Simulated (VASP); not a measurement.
# BN (P6_3mc) in VASP: a series of runs, part 2 of 2

VASP 6.6.1. The steps go on from the part before.

## Step 3: Single point, PBE+D3(BJ)

This run uses another cell than the first one, of 5.88 Å³/atom.

INCAR reads:

```
PREC     = Accurate       # precision mode
ENCUT    = 600            # plane-wave cutoff, eV
EDIFF    = 1E-6           # SCF threshold, eV
ISMEAR   = 0              # smearing method
SIGMA    = 0.02           # smearing width, eV
LREAL    = False          # projectors in reciprocal space
LASPH    = True           # aspherical terms in the spheres
NELM     = 120            # most SCF steps
ALGO     = Normal         # electronic algorithm
ISIF     = 2              # what is computed and relaxed
LWAVE    = False          # write WAVECAR
LCHARG   = False          # write CHGCAR
GGA      = PE             # functional
IVDW     = 12             # dispersion correction
NBANDS   = 16             # bands
GGA_COMPAT= False
```

KPOINTS reads:

```
Automatic mesh
0
Gamma
  24 24 12
```

POSCAR reads:

```
BN
1.0
    2.5416571705      0.0000000000      0.0000000000
   -1.2708285852      2.2011396773      0.0000000000
    0.0000000000      0.0000000000      4.2035130762
B N
2 2
Direct
    0.6666666667      0.3333333333      0.0002420947
    0.3333333333      0.6666666667      0.5002420947
    0.6666666667      0.3333333333      0.3747579053
    0.3333333333      0.6666666667      0.8747579053
```

Potentials or basis: VASP PAW PBE potentials, release 64 (B, N).

Launch:

```console
> cat potpaw_PBE.64/B/POTCAR potpaw_PBE.64/N/POTCAR > POTCAR
> mpirun -np 1 vasp_std > vasp.out
```

OUTCAR:

```text
PREC = Accurate
   ENCUT = 600
   EDIFF = 1E-6
   ISMEAR = 0
   LREAL = False
   LASPH = True
   NELM = 120
   ISIF = 2
   GGA = PE
   IVDW = 12
 IVDW          = 12

 ion  position               nearest neighbor table
   1  0.667  0.333  0.000-   4 1.56   4 1.56   4 1.56   3 1.57
   2  0.333  0.667  0.500-   3 1.56   3 1.56   3 1.56   4 1.57
   3  0.667  0.333  0.375-   2 1.56   2 1.56   2 1.56   1 1.57
   4  0.333  0.667  0.875-   1 1.56   1 1.56   1 1.56   2 1.57

  LATTYP: Found a hexagonal cell.
 ALAT       =     2.5416571705
 C/A-ratio  =     1.6538473894

  Lattice vectors:

 A1 = (   2.5416571705,   0.0000000000,   0.0000000000)
 A2 = (  -1.2708285852,   2.2011396773,   0.0000000000)
 A3 = (   0.0000000000,   0.0000000000,   4.2035130762)

Analysis of symmetry for initial positions (statically):
=====================================================================
 Subroutine PRICEL returns:
 Original cell was already a primitive cell.

 Routine SETGRP: Setting up the symmetry group for a
 hexagonal supercell.

 Subroutine GETGRP returns: Found 12 space group operations
 (whereof  6 operations were pure point group operations)
 out of a pool of 24 trial point group operations.

The static configuration has the point symmetry C_3v.
 The point group associated with its full space group is C_6v.

Analysis of symmetry for dynamics (positions and initial velocities):
=====================================================================
 Subroutine PRICEL returns:
 Original cell was already a primitive cell.

 Routine SETGRP: Setting up the symmetry group for a
 hexagonal supercell.

 Subroutine GETGRP returns: Found 12 space group operations
 (whereof  6 operations were pure point group operations)
 out of a pool of 24 trial point group operations.
[... 123 lines left out ...]
   IALGO  =     38    algorithm
   IMIX   =      4    mixing-type and parameters
     AMIX     =   0.40;   BMIX     =  1.00
     AMIX_MAG =   1.60;   BMIX_MAG =  1.00
  volume/ion in A,a.u.               =       5.88        39.67
  Fermi-wavevector in a.u.,A,eV,Ry     =   1.439867  2.720955 28.207845  2.073218
  Thomas-Fermi vector in A             =   2.558675
   LORBIT       =      0    0 simple, 1 ext, 2 COOP (PROOUT), +10 PAW based schemes
   GGA     = PE    functional components
   LHFCALC =     F    Hartree Fock is set to
   AEXX    =    0.0000 exact exchange contribution
   IVDW    =    12    specifies the selected vdW correction
   LEPSILON=     F    determine dielectric tensor
   LRPA    =     F    only Hartree local field effects (RPA)
 non-spin polarized calculation
 Gauss-broadening in eV      SIGMA  =   0.02
  energy-cutoff  :      600.00
  volume of cell :       23.52
 maximum number of plane-waves:       801
   NGX = 11   NGY = 11   NGZ = 17

 number of electron      16.0000003 magnetization

 Free energy of the ion-electron system (eV)
  ---------------------------------------------------
  ext. energy  EPLUGINS =         0.00000000
  ---------------------------------------------------
  free energy    TOTEN  =       -34.83248744 eV

  energy without entropy =      -34.83248744  energy(sigma->0) =      -34.83248744

 E-fermi :   7.7551     XC(G=0): -12.8360

 val. band max:        7.6194936273   @ k =   0.0000   0.0000   0.0000
 cond. band min:      12.7995899307   @ k =   0.3333   0.3333   0.0000
 fundamental gap:      5.1800963034
 Fermi energy:         7.7551006739

 k-point     1 :       0.0000    0.0000    0.0000
  band No.  band energies     occupation
      1     -12.8433      2.00000
      2      -8.6662      2.00000
      3      -3.3471      2.00000
      4       5.4833      2.00000
      5       5.4833      2.00000
      6       7.3457      2.00000
[... 433 lines left out ...]
      3      -1.8806      2.00000
      4      -0.1476      2.00000
      5       0.6625      2.00000
      6       2.4908      2.00000
[... 8 lines left out ...]
     15      24.0838      0.00000
     16      25.4452      0.00000

 [... further k-points ...]

------------------------ aborting loop because EDIFF is reached ----------------------------------------

 Edisp (eV)   -0.84064

 E8    (eV) :    -0.2485

  FORCE on cell =-STRESS in cart. coord.  units (eV):
  Direction    XX          YY          ZZ          XY          YZ          ZX
  --------------------------------------------------------------------------------------
  -------------------------------------------------------------------------------------
  Total       0.00283     0.00283    -0.00025     0.00000     0.00000     0.00000
  in kB       0.19295     0.19295    -0.01682     0.00000     0.00000     0.00000
  external pressure =        0.12 kB  Pullay stress =        0.00 kB

 VOLUME and BASIS-vectors are now :
 -----------------------------------------------------------------------------
  energy-cutoff  :      600.00
  volume of cell :       23.52
      direct lattice vectors                 reciprocal lattice vectors
     2.541657171  0.000000000  0.000000000     0.393444093  0.227155053  0.000000000
    -1.270828585  2.201139677  0.000000000     0.000000000  0.454310106  0.000000000
     0.000000000  0.000000000  4.203513076     0.000000000  0.000000000  0.237896251

 POSITION                                       TOTAL-FORCE (eV/Angst)
 -----------------------------------------------------------------------------------
      1.27083      0.73371      0.00102        -0.000000      0.000000      0.001700
     -0.00000      1.46743      2.10277         0.000000     -0.000000      0.001700
      1.27083      0.73371      1.57530         0.000000      0.000000     -0.001700
     -0.00000      1.46743      3.67706        -0.000000      0.000000     -0.001700
 -----------------------------------------------------------------------------------
    total drift:                               -0.000000     -0.000000     -0.000420

  FREE ENERGIE OF THE ION-ELECTRON SYSTEM (eV)
  ---------------------------------------------------
  free  energy   TOTEN  =       -35.6731265475 eV

  energy  without entropy=      -35.6731265475  energy(sigma->0) =      -35.67312655
```

OSZICAR:

```text
N       E                     dE             d eps       ncg     rms          rms(c)
DAV:   1     0.485819545558E+02    0.48582E+02   -0.90988E+03 13664   0.109E+03
DAV:   2    -0.340289557105E+02   -0.82611E+02   -0.76942E+02 19288   0.263E+02
DAV:   3    -0.367856231951E+02   -0.27567E+01   -0.27476E+01 16792   0.439E+01
DAV:   4    -0.367930528499E+02   -0.74297E-02   -0.74290E-02 15920   0.254E+00
DAV:   5    -0.367930722628E+02   -0.19413E-04   -0.19413E-04 16080   0.122E-01    0.950E+00
DAV:   6    -0.350000322290E+02    0.17930E+01   -0.22373E+00 17560   0.144E+01    0.450E+00
DAV:   7    -0.348611898196E+02    0.13884E+00   -0.33509E-01 17584   0.475E+00    0.274E+00
DAV:   8    -0.348334365040E+02    0.27753E-01   -0.53234E-02 16120   0.189E+00    0.260E-01
DAV:   9    -0.348322007346E+02    0.12358E-02   -0.19823E-03 15896   0.583E-01    0.136E-01
DAV:  10    -0.348324810292E+02   -0.28029E-03   -0.50502E-04 16280   0.181E-01    0.259E-02
DAV:  11    -0.348324864658E+02   -0.54366E-05   -0.32997E-05 16976   0.582E-02    0.148E-02
DAV:  12    -0.348324874398E+02   -0.97396E-06   -0.58192E-06 16504   0.248E-02
   1 F= -.35673127E+02 E0= -.35673127E+02  d E =-.353101E-25
```

stdout:

```text
POSCAR found type information on POSCAR B N
 POSCAR found :  2 types and       4 ions
 scaLAPACK will be used
 LDA part: xc-table for (Slater+PW92), standard interpolation
 POSCAR, INCAR and KPOINTS ok, starting setup
 FFT: planning ... GRIDC
 FFT: planning ... GRID_SOFT
 FFT: planning ... GRID
 WAVECAR not read
 entering main loop
```

Wall time 3.2 min (1 thread of Intel Xeon 8259CL, shared host); peak memory 0.28 GiB.

Results:

- Free energy: -35.6731 eV
- Pressure: 0.0 GPa
- Band gap on the k mesh: 5.18 eV (least direct gap 8.30 eV)
- Dispersion energy per atom: -0.210 eV

A k mesh can miss the band edges.

## Step 4: Relaxation of cell and atoms, PBE+D3(BJ), target pressure 25 GPa, at which the enthalpy is minimised

This run uses another cell than the first one, of 5.62 Å³/atom.

INCAR reads:

```
ALGO     = Normal         # electronic algorithm
EDIFF    = 1E-7           # SCF threshold, eV
EDIFFG   = -0.004         # ionic threshold
ENCUT    = 600            # plane-wave cutoff, eV
GGA      = PE             # functional
GGA_COMPAT= False        
IBRION   = 2              # ionic algorithm
ISIF     = 3              # what is computed and relaxed
ISMEAR   = 0              # smearing method
IVDW     = 12             # dispersion correction
LASPH    = True           # aspherical terms in the spheres
LCHARG   = False          # write CHGCAR
LREAL    = False          # projectors in reciprocal space
LWAVE    = False          # write WAVECAR
NELM     = 120            # most SCF steps
NELMIN   = 4            
NSW      = 70             # ionic steps
PREC     = Accurate       # precision mode
PSTRESS  = 250.0        
SIGMA    = 0.02           # smearing width, eV
```

KPOINTS reads:

```
k-points
0
Gamma
  24 24 12
```

POSCAR reads:

```
BN
1.0
    2.5032404315      0.0000000000      0.0000000000
   -1.2516202157      2.1678698054      0.0000000000
    0.0000000000      0.0000000000      4.1415876210
B N
2 2
Direct
    0.6666666667      0.3333333333      0.0004078795
    0.3333333333      0.6666666667      0.5004078795
    0.6666666667      0.3333333333      0.3745921205
    0.3333333333      0.6666666667      0.8745921205
```

Potentials or basis: VASP PAW PBE potentials, release 64 (B, N).

Launch:

```console
> cat potpaw_PBE.64/B/POTCAR potpaw_PBE.64/N/POTCAR > POTCAR
> mpirun -np 1 vasp_std > vasp.out
```

OUTCAR:

```text
EDIFF = 1E-7
   EDIFFG = -0.004
   ENCUT = 600
   GGA = PE
   IBRION = 2
   ISIF = 3
   ISMEAR = 0
   IVDW = 12
   LASPH = True
   LREAL = False
   NELM = 120
   NELMIN = 4
   NSW = 70
   PREC = Accurate
   PSTRESS = 250.0
 IVDW          = 12

 ion  position               nearest neighbor table
   1  0.667  0.333  0.000-   4 1.54   4 1.54   4 1.54   3 1.55
   2  0.333  0.667  0.500-   3 1.54   3 1.54   3 1.54   4 1.55
   3  0.667  0.333  0.375-   2 1.54   2 1.54   2 1.54   1 1.55
   4  0.333  0.667  0.875-   1 1.54   1 1.54   1 1.54   2 1.55

  LATTYP: Found a hexagonal cell.
 ALAT       =     2.5032404315
 C/A-ratio  =     1.6544905431

  Lattice vectors:

 A1 = (   2.5032404315,   0.0000000000,   0.0000000000)
 A2 = (  -1.2516202157,   2.1678698054,   0.0000000000)
 A3 = (   0.0000000000,   0.0000000000,   4.1415876210)

Analysis of symmetry for initial positions (statically):
=====================================================================
 Subroutine PRICEL returns:
 Original cell was already a primitive cell.

[... 403 lines left out ...]
  free energy    TOTEN  =       -34.67831424 eV

  energy without entropy =      -34.67831424  energy(sigma->0) =      -34.67831424

 E-fermi :   8.4648     XC(G=0): -13.1279

 val. band max:        8.3851998801   @ k =   0.0000   0.0000   0.0000
 cond. band min:      13.4306728979   @ k =   0.3333   0.3333   0.0000
 fundamental gap:      5.0454730178
 Fermi energy:         8.4647946710

 k-point     1 :       0.0000    0.0000    0.0000
  band No.  band energies     occupation
      1     -12.7861      2.00000
      2      -8.3329      2.00000
      3      -3.1723      2.00000
      4       6.1164      2.00000
      5       6.1164      2.00000
      6       8.0574      2.00000
      7       8.3852      2.00000
      8       8.3852      2.00000
      9      17.0059      0.00000
     10      17.0059      0.00000
     11      17.3466      0.00000
     12      18.7070      0.00000
[... 331 lines left out ...]
 k-point    24 :       0.4583    0.0417    0.0000
  band No.  band energies     occupation
      1      -8.4413      2.00000
      2      -7.0233      2.00000
      3      -1.5547      2.00000
      4       0.2599      2.00000
      5       1.0660      2.00000
      6       2.9439      2.00000
      7       3.6680      2.00000
      8       6.0244      2.00000
      9      15.5312      0.00000
     10      16.3885      0.00000
     11      19.2859      0.00000
     12      20.7642      0.00000

 [... further k-points ...]

------------------------ aborting loop because EDIFF is reached ----------------------------------------

 Edisp (eV)   -0.89165

 E8    (eV) :    -0.2635
[... 31 lines left out ...]
  energy  without entropy=      -35.5699652431  energy(sigma->0) =      -35.56996524

  enthalpy is  TOTEN    =       -32.1092266261 eV   P V=        3.4607386170

 reached required accuracy - stopping structural energy minimisation
```

OSZICAR:

```text
N       E                     dE             d eps       ncg     rms          rms(c)
DAV:   1     0.618758624104E+02    0.61876E+02   -0.96296E+03 10264   0.147E+03
[... 44 lines left out ...]
DAV:   5    -0.346794498011E+02    0.90117E-07   -0.58030E-08  6592   0.240E-03
   5 F= -.32109218E+02 E0= -.32109218E+02  d E =0.285555E-05
       N       E                     dE             d eps       ncg     rms          rms(c)
DAV:   1    -0.346783155926E+02    0.11343E-02   -0.57218E-04 11596   0.236E-01    0.102E-02
DAV:   2    -0.346783144253E+02    0.11673E-05   -0.93951E-06 12980   0.330E-02    0.501E-03
DAV:   3    -0.346783142389E+02    0.18638E-06   -0.11564E-06 12476   0.983E-03    0.145E-03
DAV:   4    -0.346783142397E+02   -0.83401E-09   -0.98952E-08  6956   0.328E-03
   6 F= -.32109227E+02 E0= -.32109227E+02  d E =-.576506E-05
```

Run time: 7.1 min. Hardware: 1 thread of Intel Xeon 8259CL, shared host; peak memory 0.27 GiB.

What came out:

```
Free energy                                                : -35.5700 eV
Relaxed volume                                             : 5.54 Å³/atom
Relaxed cell                                               : a = 2.492 Å, b = 2.492 Å, c = 4.123 Å, α = 90.00°, β = 90.00°, γ = 120.00°
Space group after relaxing (to 0.1 Å)                      : P6_3mc (No. 186)
Energy change on relaxing (the run minimises the enthalpy) : +10.1 meV/atom
Ionic steps                                                : 6
Pressure after relaxing                                    : 25.0 GPa
Band gap on the k mesh                                     : 5.05 eV (least direct gap 8.57 eV)
Dispersion energy per atom                                 : -0.223 eV
```

The path:
| step | energy change (eV) | largest force (eV/Å) | pressure (GPa) | volume (Å³) |
| --- | --- | --- | --- | --- |
| 1 | 0.0000 | 0.0024 | 18.89 | 22.48 |
| 2 | 0.1125 | 0.0199 | 33.73 | 21.79 |
| 3 | 0.0404 | 0.0098 | 24.98 | 22.18 |
| 4 | 0.0413 | 0.0100 | 25.11 | 22.17 |
| 5 | 0.0396 | 0.0132 | 24.87 | 22.18 |
| 6 | 0.0405 | 0.0006 | 25.00 | 22.18 |

Final structure:
```xyz
4
Lattice="2.4922 0.0000 0.0000 -1.2461 2.1583 0.0000 0.0000 0.0000 4.1234" Properties=species:S:1:pos:R:3 pbc="T T T"
B     1.2461    0.7194    0.0019
B     0.0000    1.4389    2.0636
N     1.2461    0.7194    1.5443
N     0.0000    1.4389    3.6060
```

Caveat: the cell is relaxed towards a set pressure, so the run minimises the enthalpy, not the energy.

## Step 5: Overview

```csv
task,cell,gap on the mesh (eV),pressure (GPa)
single point,"a = 2.535, b = 2.535, c = 4.193 Å, angles 90.0, 90.0, 120.0°, 4 atoms",5.16,3.0
single point,"a = 2.542, b = 2.542, c = 4.204 Å, angles 90.0, 90.0, 120.0°, 4 atoms",5.18,0.0
relaxation of cell and atoms,"relaxed to 25 GPa from a = 2.503, b = 2.503, c = 4.142 Å, angles 90.0, 90.0, 120.0°, 4 atoms",5.05,25.0
```

Alike in all rows: level PBE+D3(BJ); potentials or basis VASP PAW PBE potentials, release 64 (B, N); no spin polarisation; k mesh 24 × 24 × 12; cutoff (eV) 600; smearing gaussian 0.02 eV.

Caveats: the cell stands under pressure (at least some runs); the cell is relaxed towards a set pressure, so the run minimises the enthalpy, not the energy (at least some runs).

Total energies depend on the potentials used, so only differences within one code and one set of settings carry meaning.
